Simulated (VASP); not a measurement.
# BN (P1) in VASP: single point with r2SCAN

Aim: the single point of BN with r2SCAN.

Everything below comes from runs of VASP 6.6.1. Logs are shortened: lines on timing, memory, paths and dates and some standing lists are left out, and cuts for length are marked.

## 1. The cell of the first run

The typed cell holds 4 atoms: a = 2.463 Å, b = 2.490 Å, c = 6.677 Å, α = 89.58°, β = 90.46°, γ = 120.44°.

## 2. Single point, r2SCAN (atoms moved at random and the cell strained at random)

Contents of POSCAR:

```
BN
1.0
    2.4630330257     -0.0172982982     -0.0099761800
   -1.2464972786      2.1555764607      0.0091251530
   -0.0265389578      0.0127081137      6.6764434902
B N
2 2
Direct
    0.3362052627      0.6623796129      0.2539738264
    0.6504083710      0.3329512668      0.7462575680
    0.3450323692      0.6775167936      0.7514340300
    0.6683539970      0.3271523267      0.2483345756
```

Contents of INCAR.step1:

```
SYSTEM = BN
PREC = Accurate
ENCUT = 660
ISMEAR = 0
SIGMA = 0.05
LREAL = .False.
LASPH = .True.
NELM = 120
NBANDS = 16
GGA = PE
ALGO = Normal
EDIFF = 1E-5
LWAVE = .True.
LCHARG = .False.
GGA_COMPAT = .False.
```

Contents of INCAR.step2:

```
SYSTEM = BN
PREC = Accurate
ENCUT = 660
EDIFF = 1E-6
ISMEAR = 0
SIGMA = 0.05
LREAL = .False.
LASPH = .True.
NELM = 120
ALGO = Normal
ISIF = 2
LWAVE = .False.
LCHARG = .False.
METAGGA = R2SCAN
LMIXTAU = .True.
NBANDS = 16
ISTART = 1
GGA_COMPAT = .False.
```

Contents of KPOINTS:

```
Automatic mesh
0
Gamma
  12 12 4
  0 0 0
```

Potentials or basis: VASP PAW PBE potentials, release 64 (B, N).

Started as:

```
$ cat potpaw_PBE.64/B/POTCAR potpaw_PBE.64/N/POTCAR > POTCAR
$ cp INCAR.step1 INCAR
$ mpirun -np 1 vasp_std > vasp.out
$ cp INCAR.step2 INCAR
$ mpirun -np 1 vasp_std > vasp.out
```

OUTCAR:

```text
SYSTEM = BN
   PREC = Accurate
   ENCUT = 660
   EDIFF = 1E-6
   ISMEAR = 0
   LREAL = .False.
   LASPH = .True.
   NELM = 120
   ISIF = 2
   METAGGA = R2SCAN
   ISTART = 1

 ion  position               nearest neighbor table
   1  0.336  0.662  0.254-   4 1.42   4 1.43   4 1.44
   2  0.650  0.333  0.746-   3 1.40   3 1.41   3 1.48
   3  0.345  0.678  0.751-   2 1.40   2 1.41   2 1.48
   4  0.668  0.327  0.248-   1 1.42   1 1.43   1 1.44

  LATTYP: Found a triclinic cell.
 ALAT       =     2.4631139724
 B/A-ratio  =     0.9987847271
 C/A-ratio  =     2.7105965885
 COS(alpha) =     0.0006571648
 COS(beta)  =     0.0080384039
 COS(gamma) =     0.4883834597

  Lattice vectors:

 A1 = (  -2.4630330257,   0.0172982982,   0.0099761800)
 A2 = (  -1.2165357471,  -2.1382781625,   0.0008510270)
 A3 = (  -0.0265389578,   0.0127081137,   6.6764434902)

Analysis of symmetry for initial positions (statically):
=====================================================================
 Subroutine PRICEL returns:
 Original cell was already a primitive cell.

 Routine SETGRP: Setting up the symmetry group for a
 triclinic supercell.

 Subroutine GETGRP returns: Found  1 space group operations
 (whereof  1 operations were pure point group operations)
 out of a pool of  2 trial point group operations.

The static configuration has the point symmetry C_1 .

Analysis of symmetry for dynamics (positions and initial velocities):
=====================================================================
 Subroutine PRICEL returns:
 Original cell was already a primitive cell.

 Routine SETGRP: Setting up the symmetry group for a
 triclinic supercell.

 Subroutine GETGRP returns: Found  1 space group operations
 (whereof  1 operations were pure point group operations)
 out of a pool of  2 trial point group operations.

The dynamic configuration has the point symmetry C_1 .

 Subroutine INISYM returns: Found  1 space group operations
 (whereof  1 operations are pure point group operations),
 and found     1 'primitive' translations

----------------------------------------------------------------------------------------

                                     Primitive cell

  volume of cell :      35.3023

[... 78 lines left out ...]
   dimension x,y,z NGXF=    48 NGYF=   48 NGZF=  112
   ions per type =               2   2
   NGX,Y,Z   is equivalent  to a cutoff of  16.20, 16.02, 13.94 a.u.
   NGXF,Y,Z  is equivalent  to a cutoff of  32.40, 32.05, 27.89 a.u.
 SYSTEM =  BN
   PREC   = accura    normal or accurate (medium, high low for compatibility)
   ISTART =      1    job   : 0-new  1-cont  2-samecut
   ICHARG =      0    charge: 1-file 2-atom 10-const
   ISPIN  =      1    spin polarized calculation?
   LNONCOLLINEAR =      F non collinear calculations
   LSORBIT =      F    spin-orbit coupling
   LASPH  =      T    aspherical Exc in radial PAW
   ENCUT  =  660.0 eV  48.51 Ry    6.96 a.u.   5.16  5.22 13.99*2*pi/ulx,y,z
   NELM   =    120;   NELMIN=  2; NELMDL=  0     # of ELM steps
   EDIFF  = 0.1E-05   stopping-criterion for ELM
   LREAL  =      F    real-space projection
[... 7 lines left out ...]
   TEBEG  =    0.0;   TEEND  =   0.0 temperature during run
   PSTRESS=    0.0 pullay stress
   NELECT =      16.0000    total number of electrons
   NUPDOWN=      -1.0000    fix difference up-down
   EMIN   =  10.00;   EMAX   =-10.00  energy-range for DOS
   EFERMI =   0.00;   METHOD = LEGACY
   ISMEAR =     0;   SIGMA  =   0.05  broadening in eV -4-tet -1-fermi 0-gaus
   EFERMI_NEDOS =   21; number of points for ismear=-14 and -15
   IALGO  =     38    algorithm
   IMIX   =      4    mixing-type and parameters
     AMIX     =   0.40;   BMIX     =  1.00
     AMIX_MAG =   1.60;   BMIX_MAG =  1.00
  volume/ion in A,a.u.               =       8.83        59.56
  Fermi-wavevector in a.u.,A,eV,Ry     =   1.257517  2.376362 21.515558  1.581349
  Thomas-Fermi vector in A             =   2.391172
   LORBIT       =      0    0 simple, 1 ext, 2 COOP (PROOUT), +10 PAW based schemes
   METAGGA = R2SCAN    functional components
   LHFCALC =     F    Hartree Fock is set to
   AEXX    =    0.0000 exact exchange contribution
   IVDW    =     0    specifies the selected vdW correction
   LEPSILON=     F    determine dielectric tensor
   LRPA    =     F    only Hartree local field effects (RPA)
 non-spin polarized calculation
 Gauss-broadening in eV      SIGMA  =   0.05
  energy-cutoff  :      660.00
  volume of cell :       35.30
 maximum number of plane-waves:      1377
 NGX is ok and might be reduce to    24
   NGX = 11   NGY = 11   NGZ = 27

 number of electron      16.0000000 magnetization

 Free energy of the ion-electron system (eV)
  ---------------------------------------------------
  ext. energy  EPLUGINS =         0.00000000
  ---------------------------------------------------
  free energy    TOTEN  =       -38.46145153 eV

  energy without entropy =      -38.46145153  energy(sigma->0) =      -38.46145153

 E-fermi :   2.4182     XC(G=0): -10.7926

 val. band max:        2.1448757455   @ k =   0.3333   0.3333   0.5000
 cond. band min:       6.8748352289   @ k =   0.5000   0.5000   0.0000
 fundamental gap:      4.7299594834
 Fermi energy:         2.4181724855

 k-point     1 :       0.0000    0.0000    0.0000
  band No.  band energies     occupation
      1     -16.8919      2.00000
      2     -16.6164      2.00000
      3      -4.4174      2.00000
      4      -2.3070      2.00000
      5       0.0783      2.00000
      6       0.7848      2.00000
[... 433 lines left out ...]
      3      -6.3459      2.00000
      4      -6.1926      2.00000
      5      -3.8067      2.00000
      6      -3.5207      2.00000
[... 8 lines left out ...]
     15      18.3348      0.00000
     16      21.2987      0.00000

 [... further k-points ...]
[... 5 lines left out ...]
  --------------------------------------------------------------------------------------
  -------------------------------------------------------------------------------------
  Total        3.5557580      3.2096281      0.0998906      0.4593109     -0.0347966     -0.0710830
  in kB      161.3763351    145.6673997      4.5334880     20.8456010     -1.5792287     -3.2260689
  external PRESSURE =     103.8590743 kB  Pullay stress =       0.0000000 kB

 VOLUME and BASIS-vectors are now :
 -----------------------------------------------------------------------------
  energy-cutoff  :      660.00
  volume of cell :       35.30
      direct lattice vectors                 reciprocal lattice vectors
     2.463033026 -0.017298298 -0.009976180     0.407663829  0.235733304  0.001171769
    -1.246497279  2.155576461  0.009125153     0.003267899  0.465806441 -0.000873638
    -0.026538958  0.012708114  6.676443490     0.000604679 -0.000284408  0.149783289

 POSITION                                       TOTAL-FORCE (eV/Angst)
 -----------------------------------------------------------------------------------
     -0.00431      1.42522      1.69833         0.195204     -0.089128     -0.567918
      1.16715      0.71593      4.97890         2.153742      0.864370      0.512177
     -0.01464      1.46402      5.01965        -2.150309     -0.866543     -0.506045
      1.23179      0.69680      1.65431        -0.198637      0.091302      0.561786
 -----------------------------------------------------------------------------------
    total drift:                                0.000118     -0.000083      0.000001

  FREE ENERGIE OF THE ION-ELECTRON SYSTEM (eV)
  ---------------------------------------------------
  free  energy   TOTEN  =       -38.4614515284 eV

  energy  without entropy=      -38.4614515284  energy(sigma->0) =      -38.46145153
```

OUTCAR.step1:

```text
SYSTEM = BN
   PREC = Accurate
   ENCUT = 660
   ISMEAR = 0
   LREAL = .False.
   LASPH = .True.
   NELM = 120
[... 689 lines left out ...]
      1.16715      0.71593      4.97890         2.144082      0.860149      0.472226
     -0.01464      1.46402      5.01965        -2.140928     -0.861834     -0.468416
      1.23179      0.69680      1.65431        -0.211652      0.085150      0.521746
 -----------------------------------------------------------------------------------
    total drift:                               -0.000202     -0.000221     -0.000023

  FREE ENERGIE OF THE ION-ELECTRON SYSTEM (eV)
  ---------------------------------------------------
  free  energy   TOTEN  =       -35.0092243555 eV

  energy  without entropy=      -35.0092243555  energy(sigma->0) =      -35.00922436
```

OSZICAR.step1:

```text
N       E                     dE             d eps       ncg     rms          rms(c)
DAV:   1     0.657656135291E+02    0.65766E+02   -0.91954E+03  9352   0.112E+03
DAV:   2    -0.347904108630E+02   -0.10056E+03   -0.90578E+02 12712   0.271E+02
DAV:   3    -0.388545775392E+02   -0.40642E+01   -0.40423E+01 12680   0.549E+01
DAV:   4    -0.388814694302E+02   -0.26892E-01   -0.26886E-01 11296   0.460E+00
DAV:   5    -0.388817079611E+02   -0.23853E-03   -0.23853E-03 12584   0.421E-01    0.116E+01
DAV:   6    -0.354189466477E+02    0.34628E+01   -0.53793E+00 12616   0.197E+01    0.521E+00
DAV:   7    -0.350940072646E+02    0.32494E+00   -0.66603E-01 13064   0.618E+00    0.324E+00
DAV:   8    -0.350134865370E+02    0.80521E-01   -0.25009E-01 12584   0.348E+00    0.503E-01
DAV:   9    -0.350081193193E+02    0.53672E-02   -0.17876E-02 10560   0.119E+00    0.212E-01
DAV:  10    -0.350091024897E+02   -0.98317E-03   -0.13305E-03 11264   0.287E-01    0.373E-02
DAV:  11    -0.350092055306E+02   -0.10304E-03   -0.98352E-05 11872   0.846E-02    0.258E-02
DAV:  12    -0.350092241598E+02   -0.18629E-04   -0.33642E-05 10672   0.415E-02    0.268E-03
DAV:  13    -0.350092243555E+02   -0.19573E-06   -0.76861E-07  7712   0.806E-03
   1 F= -.35009224E+02 E0= -.35009224E+02  d E =-.419317E-11
```

Wall time 17 min (1 thread of Oxide Virtual Turin-like, shared host); peak memory 0.29 GiB.

What came out:

- Free energy: -38.4615 eV
- Pressure: 10.4 GPa
- Largest force: 2.377 eV/Å
- Band gap on the k mesh: 4.73 eV (least direct gap 5.21 eV)

Forces in eV/Å, atoms in the order of the input:
```
B    0.195 -0.089 -0.568
B    2.154  0.864  0.512
N   -2.150 -0.867 -0.506
N   -0.199  0.091  0.562
```

Caveat: the cell differs from its parent crystal (atoms moved at random and the cell strained at random); the stress differs along the axes, from 0 to 16 GPa; the PAW data sets were made with another functional, which shifts forces and pressure a little. A k mesh can miss the band edges.
